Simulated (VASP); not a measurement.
Crystal: RbGeN.

```
Rb Ge N
1.0
     2.16265   -5.61344    0.00000
     2.16265    5.61344    0.00000
     0.00000    0.00000    6.16975
Rb Ge N
2 2 2
Direct
  0.30946 0.69054 0.25000
  0.69054 0.30946 0.75000
  0.39551 0.60449 0.75000
  0.60449 0.39551 0.25000
  0.00000 0.00000 0.50000
  0.00000 0.00000 0.00000
```

The cell was built from a structure type or drawn by symmetry, and may not be a known phase.

```yaml
Program: VASP 6.6.1
Task: relaxation of cell and atoms
Functional: PBE
Potentials_or_basis: VASP PAW PBE potentials, release 64 (Rb_sv, Ge_d, N)
Cutoff: 600 eV
k_mesh: 4 × 4 × 4
Occupations: gaussian, width 0.1 eV
Spin: no spin polarisation
```

At the start: pressure -5.2 GPa; volume 24.97 Å³/atom.

Where does the relaxation end?

Over 22 steps the energy falls by 1028.4 meV/atom and the volume is 19.63 Å³/atom (-21.4 %); space group Cmcm (No. 63, to 0.1 Å) before and after.

Step by step:
| step | energy change (eV) | largest force (eV/Å) | pressure (GPa) | volume (Å³) |
| --- | --- | --- | --- | --- |
| 1 | 0.0000 | 2.7698 | -5.18 | 149.80 |
| 2 | -1.9801 | 2.7577 | -4.18 | 132.63 |
| 3 | -2.4365 | 2.5270 | 35.63 | 84.84 |
| 4 | -3.7857 | 2.3982 | -1.00 | 116.56 |
| 5 | -4.8258 | 0.9171 | 8.19 | 100.39 |
| 6 | -5.5186 | 0.5976 | 9.09 | 100.91 |
| 7 | -5.5168 | 0.6281 | 9.16 | 100.91 |
| 8 | -6.0865 | 0.2752 | 0.80 | 111.97 |
| 9 | -6.0970 | 0.4184 | -0.42 | 114.38 |
| 10 | -6.0974 | 0.4000 | -0.32 | 114.04 |
| 11 | -6.0973 | 0.3840 | -0.13 | 113.78 |
| 12 | -6.1162 | 0.2737 | 0.09 | 113.95 |
| 13 | -6.1300 | 0.1381 | 0.54 | 114.27 |
| 14 | -6.1443 | 0.1600 | 0.28 | 115.51 |
| 15 | -6.1494 | 0.1811 | 0.00 | 116.81 |
| 16 | -6.1592 | 0.1575 | -0.30 | 117.76 |
| 17 | -6.1636 | 0.1402 | -0.55 | 118.80 |
| 18 | -6.1695 | 0.0434 | 0.03 | 117.72 |
| 19 | -6.1696 | 0.0572 | 0.25 | 117.49 |
| 20 | -6.1696 | 0.0525 | 0.21 | 117.57 |
| 21 | -6.1705 | 0.0042 | 0.10 | 117.85 |
| 22 | -6.1706 | 0.0140 | 0.13 | 117.79 |

Final structure:
```xyz
6
Lattice="1.5105 -6.7634 0.0000 1.5105 6.7634 0.0000 0.0000 0.0000 5.7652" Properties=species:S:1:pos:R:3 pbc="T T T"
Rb    1.5105    2.3383    1.4413
Rb    1.5105   -2.3383    4.3239
Ge    1.5105    0.7362    4.3239
Ge    1.5105   -0.7362    1.4413
N     0.0000    0.0000    2.8826
N     0.0000    0.0000    0.0000
```

Caveat: the k points lie up to 0.53 Å⁻¹ apart in the final cell; the volume moved by over 15 % at a fixed basis, so the end points are rough.
